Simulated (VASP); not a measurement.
# BN (P6_3mc) in VASP: further runs

BN is run at these levels: LDA, PBE, r2SCAN, PBEsol; tasks: single point, relaxation of cell and atoms.

Program: VASP 6.6.1. These are calculated values, not measurements. Logs are shortened: lines on timing, memory, paths and dates and some standing lists are left out, and cuts for length are marked.

**1. The cell of the first run**

Symmetry: P6_3mc, No. 186, hexagonal system. Conventional cell: a = 2.548 Å, b = 2.548 Å, c = 8.375 Å, α = 90.00°, β = 90.00°, γ = 120.00°. Within 2.1 Å of B (site symmetry 3m) lie 4 N at 1.56 Å. Within 2.1 Å of B (site symmetry 3m) lie 4 N at 1.56 to 1.58 Å. Within 2.1 Å of N (site symmetry 3m) lie 4 B at 1.56 Å. N (site symmetry 3m) has 4 B at 1.56 to 1.58 Å within 2.1 Å.

**2. Single point, LDA**

Input file INCAR:

```
PREC = Accurate
ENCUT = 520
EDIFF = 1E-6
ISMEAR = 0
SIGMA = 0.01
LREAL = False
LASPH = True
NELM = 60
ALGO = Normal
ISIF = 2
LWAVE = False
LCHARG = False
GGA = CA
NBANDS = 26
```

Input file KPOINTS:

```
regular mesh
0
Gamma
  12 12 4
```

Input file POSCAR:

```
BN
1.0
    2.5479976490      0.0000000000      0.0000000000
   -1.2739988245      2.2066306928      0.0000000000
    0.0000000000      0.0000000000      8.3753608011
B N
4 4
Direct
    0.0000000000      0.0000000000      0.0003894352
    0.3333333333      0.6666666667      0.2496892000
    0.0000000000      0.0000000000      0.5003894352
    0.6666666667      0.3333333333      0.7496892000
    0.0000000000      0.0000000000      0.1869898325
    0.3333333333      0.6666666667      0.4379315323
    0.0000000000      0.0000000000      0.6869898325
    0.6666666667      0.3333333333      0.9379315323
```

Potentials or basis: VASP PAW LDA potentials, release 64 (B, N).

Run with:

```
$ cat potpaw_LDA.64/B/POTCAR potpaw_LDA.64/N/POTCAR > POTCAR
$ mpirun -np 1 vasp_std > vasp.out
```

OUTCAR:

```text
PREC = Accurate
   ENCUT = 520
   EDIFF = 1E-6
   ISMEAR = 0
   LREAL = False
   LASPH = True
   NELM = 60
   ISIF = 2
   GGA = CA

 ion  position               nearest neighbor table
   1  0.000  0.000  0.000-   8 1.56   8 1.56   8 1.56   5 1.56
   2  0.333  0.667  0.250-   5 1.56   5 1.56   5 1.56   6 1.58
   3  0.000  0.000  0.500-   6 1.56   6 1.56   6 1.56   7 1.56
   4  0.667  0.333  0.750-   7 1.56   7 1.56   7 1.56   8 1.58
   5  0.000  0.000  0.187-   2 1.56   2 1.56   2 1.56   1 1.56
   6  0.333  0.667  0.438-   3 1.56   3 1.56   3 1.56   2 1.58
   7  0.000  0.000  0.687-   4 1.56   4 1.56   4 1.56   3 1.56
   8  0.667  0.333  0.938-   1 1.56   1 1.56   1 1.56   4 1.58

  LATTYP: Found a hexagonal cell.
 ALAT       =     2.5479976490
 C/A-ratio  =     3.2870363143

  Lattice vectors:

 A1 = (   2.5479976490,   0.0000000000,   0.0000000000)
 A2 = (  -1.2739988245,   2.2066306928,   0.0000000000)
 A3 = (   0.0000000000,   0.0000000000,   8.3753608011)

Analysis of symmetry for initial positions (statically):
=====================================================================
 Subroutine PRICEL returns:
 Original cell was already a primitive cell.

 Routine SETGRP: Setting up the symmetry group for a
 hexagonal supercell.

 Subroutine GETGRP returns: Found 12 space group operations
 (whereof  6 operations were pure point group operations)
 out of a pool of 24 trial point group operations.

The static configuration has the point symmetry C_3v.
 The point group associated with its full space group is C_6v.

Analysis of symmetry for dynamics (positions and initial velocities):
=====================================================================
 Subroutine PRICEL returns:
 Original cell was already a primitive cell.

 Routine SETGRP: Setting up the symmetry group for a
 hexagonal supercell.

 Subroutine GETGRP returns: Found 12 space group operations
 (whereof  6 operations were pure point group operations)
 out of a pool of 24 trial point group operations.

The dynamic configuration has the point symmetry C_3v.
 The point group associated with its full space group is C_6v.

 Subroutine INISYM returns: Found 12 space group operations
 (whereof  6 operations are pure point group operations),
 and found     1 'primitive' translations

----------------------------------------------------------------------------------------

                                     Primitive cell

  volume of cell :      47.0904

  direct lattice vectors                    reciprocal lattice vectors
     2.547997649  0.000000000  0.000000000     0.392465040  0.226589797  0.000000000
    -1.273998825  2.206630693  0.000000000     0.000000000  0.453179593  0.000000000
     0.000000000  0.000000000  8.375360801     0.000000000  0.000000000  0.119397841

  length of vectors
     2.547997649  2.547997649  8.375360801     0.453179593  0.453179593  0.119397841

  position of ions in fractional coordinates (direct lattice)
     0.000000000  0.000000000  0.000389435
     0.333333333  0.666666667  0.249689200
     0.000000000  0.000000000  0.500389435
     0.666666667  0.333333333  0.749689200
     0.000000000  0.000000000  0.186989832
     0.333333333  0.666666667  0.437931532
     0.000000000  0.000000000  0.686989832
     0.666666667  0.333333333  0.937931532

  ion indices of the primitive-cell ions
   primitive index   ion index
                 1           1
                 2           2
                 3           3
                 4           4
                 5           5
                 6           6
                 7           7
                 8           8

----------------------------------------------------------------------------------------

 KPOINTS: regular mesh

Automatic generation of k-mesh.
 Grid dimensions read from file:
 generate k-points for:   12   12    4

 Generating k-lattice:

  Cartesian coordinates                     Fractional coordinates (reciprocal lattice)
     0.032705420  0.018882483  0.000000000     0.083333333  0.000000000  0.000000000
     0.000000000  0.037764966  0.000000000     0.000000000  0.083333333  0.000000000
     0.000000000  0.000000000  0.029849460     0.000000000  0.000000000  0.250000000

  Length of vectors
     0.037764966  0.037764966  0.029849460

  Shift w.r.t. Gamma in fractional coordinates (k-lattice)
     0.000000000  0.000000000  0.000000000

 Subroutine IBZKPT returns following result:
 ===========================================

 Found     57 irreducible k-points:

 Following reciprocal coordinates:
            Coordinates               Weight
  0.000000  0.000000  0.000000      1.000000
  0.083333  0.000000  0.000000      6.000000
  0.166667  0.000000  0.000000      6.000000
  0.250000  0.000000  0.000000      6.000000
  0.333333  0.000000  0.000000      6.000000
  0.416667  0.000000  0.000000      6.000000
[... 16 lines left out ...]
  0.250000  0.000000  0.250000     12.000000
  0.333333  0.000000  0.250000     12.000000
 [... further k-points ...]
   k-points           NKPTS =     57   k-points in BZ     NKDIM =     57   number of bands    NBANDS=     26
   number of dos      NEDOS =    301   number of ions     NIONS =      8
   total plane-waves  NPLWV =  25600
   dimension x,y,z NGX =    20 NGY =   20 NGZ =   64
   dimension x,y,z NGXF=    40 NGYF=   40 NGZF=  128
   ions per type =               4   4
   NGX,Y,Z   is equivalent  to a cutoff of  13.05, 13.05, 12.70 a.u.
   NGXF,Y,Z  is equivalent  to a cutoff of  26.10, 26.10, 25.41 a.u.
 SYSTEM =  unknown system
   PREC   = accura    normal or accurate (medium, high low for compatibility)
   ISTART =      0    job   : 0-new  1-cont  2-samecut
   ICHARG =      2    charge: 1-file 2-atom 10-const
   ISPIN  =      1    spin polarized calculation?
   LNONCOLLINEAR =      F non collinear calculations
   LSORBIT =      F    spin-orbit coupling
   LASPH  =      T    aspherical Exc in radial PAW
   ENCUT  =  520.0 eV  38.22 Ry    6.18 a.u.   4.74  4.74 15.57*2*pi/ulx,y,z
   NELM   =     60;   NELMIN=  2; NELMDL= -5     # of ELM steps
   EDIFF  = 0.1E-05   stopping-criterion for ELM
   LREAL  =      F    real-space projection
   EDIFFG = 0.1E-04   stopping-criterion for IOM
   NSW    =      0    number of steps for IOM
   IBRION =     -1    ionic relax: 0-MD 1-quasi-New 2-CG
   NFREE  =      0    steps in history (QN), initial steepest desc. (CG)
   ISIF   =      2    stress and relaxation
   ISYM   =      2    0-nonsym 1-usesym 2-fastsym
   POTIM  = 0.5000    time-step for ionic-motion
   TEBEG  =    0.0;   TEEND  =   0.0 temperature during run
   PSTRESS=    0.0 pullay stress
   NELECT =      32.0000    total number of electrons
   NUPDOWN=      -1.0000    fix difference up-down
   EMIN   =  10.00;   EMAX   =-10.00  energy-range for DOS
   EFERMI =   0.00;   METHOD = LEGACY
   ISMEAR =     0;   SIGMA  =   0.01  broadening in eV -4-tet -1-fermi 0-gaus
   EFERMI_NEDOS =   21; number of points for ismear=-14 and -15
   IALGO  =     38    algorithm
   IMIX   =      4    mixing-type and parameters
     AMIX     =   0.40;   BMIX     =  1.00
     AMIX_MAG =   1.60;   BMIX_MAG =  1.00
  volume/ion in A,a.u.               =       5.89        39.72
  Fermi-wavevector in a.u.,A,eV,Ry     =   1.439287  2.719858 28.185112  2.071547
  Thomas-Fermi vector in A             =   2.558159
   LORBIT       =      0    0 simple, 1 ext, 2 COOP (PROOUT), +10 PAW based schemes
   GGA     = CA    functional components
   LHFCALC =     F    Hartree Fock is set to
   AEXX    =    0.0000 exact exchange contribution
   IVDW    =     0    specifies the selected vdW correction
   LEPSILON=     F    determine dielectric tensor
   LRPA    =     F    only Hartree local field effects (RPA)
 non-spin polarized calculation
 Gauss-broadening in eV      SIGMA  =   0.01
  energy-cutoff  :      520.00
  volume of cell :       47.09
 maximum number of plane-waves:      1282
 NGX is ok and might be reduce to    20
   NGX =  9   NGY =  9   NGZ = 31

 number of electron      31.9999998 magnetization

 Free energy of the ion-electron system (eV)
  ---------------------------------------------------
  ext. energy  EPLUGINS =         0.00000000
  ---------------------------------------------------
  free energy    TOTEN  =       -77.57174926 eV

  energy without entropy =      -77.57174926  energy(sigma->0) =      -77.57174926

 E-fermi :   7.5564     XC(G=0): -13.1169

 val. band max:        7.5059035157   @ k =   0.0000   0.0000   0.0000
 cond. band min:      12.9155616354   @ k =   0.5000   0.0000   0.0000
 fundamental gap:      5.4096581198
 Fermi energy:         7.5563935195

 k-point     1 :       0.0000    0.0000    0.0000
  band No.  band energies     occupation
      1     -12.6881      2.00000
      2     -11.2443      2.00000
      3     -11.1734      2.00000
      4      -8.4205      2.00000
      5      -3.3536      2.00000
      6       1.8918      2.00000
[... 18 lines left out ...]
     25      17.9350      0.00000
     26      18.0299      0.00000

 k-point     2 :       0.0833    0.0000    0.0000
  band No.  band energies     occupation
      1     -12.5364      2.00000
      2     -11.0999      2.00000
      3     -11.0291      2.00000
      4      -8.3048      2.00000
      5      -3.2034      2.00000
      6       1.9382      2.00000
[... 18 lines left out ...]
     25      18.2247      0.00000
     26      18.2515      0.00000

 k-point     3 :       0.1667    0.0000    0.0000
  band No.  band energies     occupation
      1     -12.0859      2.00000
      2     -10.6740      2.00000
      3     -10.6028      2.00000
      4      -7.9738      2.00000
      5      -2.7581      2.00000
      6       1.9304      2.00000
[... 572 lines left out ...]
 k-point    23 :       0.2500    0.0000    0.2500
  band No.  band energies     occupation
      1     -11.2620      2.00000
      2     -10.5528      2.00000
      3      -9.2356      2.00000
      4      -7.7832      2.00000
      5      -1.6412      2.00000
      6       0.3339      2.00000
[... 18 lines left out ...]
     25      19.4382      0.00000
     26      20.4262      0.00000

 k-point    24 :       0.3333    0.0000    0.2500
  band No.  band energies     occupation
      1     -10.2894      2.00000
      2      -9.6297      2.00000
      3      -8.4413      2.00000
      4      -7.2389      2.00000
      5      -1.2647      2.00000
      6      -0.8243      2.00000
[... 18 lines left out ...]
     25      19.9176      0.00000
     26      20.6184      0.00000

 [... further k-points ...]
[... 5 lines left out ...]
  --------------------------------------------------------------------------------------
  -------------------------------------------------------------------------------------
  Total       -2.4901336     -2.4901336     -2.4712702      0.0000000      0.0000000      0.0000000
  in kB      -84.7229407    -84.7229407    -84.0811426      0.0000000      0.0000000      0.0000000
  external PRESSURE =     -84.5090080 kB  Pullay stress =       0.0000000 kB

 VOLUME and BASIS-vectors are now :
 -----------------------------------------------------------------------------
  energy-cutoff  :      520.00
  volume of cell :       47.09
      direct lattice vectors                 reciprocal lattice vectors
     2.547997649  0.000000000  0.000000000     0.392465040  0.226589797  0.000000000
    -1.273998825  2.206630693  0.000000000     0.000000000  0.453179593  0.000000000
     0.000000000  0.000000000  8.375360801     0.000000000  0.000000000  0.119397841

 POSITION                                       TOTAL-FORCE (eV/Angst)
 -----------------------------------------------------------------------------------
      0.00000      0.00000      0.00326        -0.000000     -0.000000      0.004550
     -0.00000      1.47109      2.09124         0.000000     -0.000000     -0.004721
      0.00000      0.00000      4.19094         0.000000      0.000000      0.004550
      1.27400      0.73554      6.27892        -0.000000      0.000000     -0.004721
      0.00000      0.00000      1.56611        -0.000000      0.000000     -0.003625
     -0.00000      1.47109      3.66783         0.000000      0.000000      0.003795
      0.00000      0.00000      5.75379         0.000000     -0.000000     -0.003625
      1.27400      0.73554      7.85551        -0.000000      0.000000      0.003795
 -----------------------------------------------------------------------------------
    total drift:                                0.000000      0.000000     -0.000245

  FREE ENERGIE OF THE ION-ELECTRON SYSTEM (eV)
  ---------------------------------------------------
  free  energy   TOTEN  =       -77.5717492635 eV

  energy  without entropy=      -77.5717492635  energy(sigma->0) =      -77.57174926
```

Wall time 87 s (1 thread of Intel Xeon 8259CL, shared host); peak memory 0.17 GiB.

Results:

| Quantity | Value |
| --- | --- |
| Free energy | -77.5717 eV |
| Pressure | -8.5 GPa |
| Largest force | 0.005 eV/Å |
| Band gap on the k mesh | 5.41 eV (least direct gap 7.45 eV) |

Forces in eV/Å, atoms in the order of the input:
```
B    0.000  0.000  0.005
B    0.000  0.000 -0.005
B    0.000  0.000  0.005
B    0.000  0.000 -0.005
N    0.000  0.000 -0.004
N    0.000  0.000  0.004
N    0.000  0.000 -0.004
N    0.000  0.000  0.004
```

Caveat: the cell stands under tension.

**3. Single point, PBE**

This run uses another cell than the first one, of 5.96 Å³/atom.

Input file INCAR:

```
ALGO = Normal
EDIFF = 1E-6
ENCUT = 520
GGA = PE
ISIF = 2
ISMEAR = -1
LASPH = True
LCHARG = False
LREAL = False
LWAVE = False
NBANDS = 26
NELM = 100
PREC = Accurate
SIGMA = 0.02
```

Input file KPOINTS:

```
k-points
0
Gamma
  12 12 4
```

Input file POSCAR:

```
BN
1.0
    2.5584475423      0.0000000000      0.0000000000
   -1.2792237712      2.2156805659      0.0000000000
    0.0000000000      0.0000000000      8.4089442464
B N
4 4
Direct
    0.0000000000      0.0000000000      0.0003724740
    0.3333333333      0.6666666667      0.2497003555
    0.0000000000      0.0000000000      0.5003724740
    0.6666666667      0.3333333333      0.7497003555
    0.0000000000      0.0000000000      0.1870105289
    0.3333333333      0.6666666667      0.4379166416
    0.0000000000      0.0000000000      0.6870105289
    0.6666666667      0.3333333333      0.9379166416
```

Potentials or basis: VASP PAW PBE potentials, release 64 (B, N).

Run with:

```
$ cat potpaw_PBE.64/B/POTCAR potpaw_PBE.64/N/POTCAR > POTCAR
$ mpirun -np 1 vasp_std > vasp.out
```

Wall time 87 s (1 thread of Intel Xeon 8259CL, shared host); peak memory 0.19 GiB.

It converged, with:

```yaml
Free_energy: -69.7467 eV
Pressure: 0.3 GPa
Band_gap_on_the_k_mesh: 5.49 eV (least direct gap 7.50 eV)
```

Forces in eV/Å, atoms in the order of the input:
```
B    0.000  0.000  0.002
B    0.000  0.000 -0.001
B    0.000  0.000  0.002
B    0.000  0.000 -0.001
N    0.000  0.000 -0.003
N    0.000  0.000  0.002
N    0.000  0.000 -0.003
N    0.000  0.000  0.002
```

Levels at points of the mesh, in eV from the valence-band top:
```tsv
k point	band 12	band 13	band 14	band 15	band 16	band 17	band 18	band 19	band 20	band 21
(0.00, 0.00, 0.00)	-1.09	-1.09	-0.13	0.00	0.00	8.56	8.56	8.70	9.21	9.68
(0.50, 0.00, 0.00)	-3.71	-3.65	-3.46	-2.58	-2.01	5.49	5.85	7.99	9.35	9.85
(0.00, 0.00, 0.50)	-1.78	-0.37	-0.37	-0.37	-0.37	9.03	9.03	9.03	9.03	9.12
(0.50, 0.00, 0.50)	-4.57	-3.44	-3.44	-2.57	-2.57	5.98	5.98	8.33	8.33	10.48
```

(Continued in part 2 of 3.)
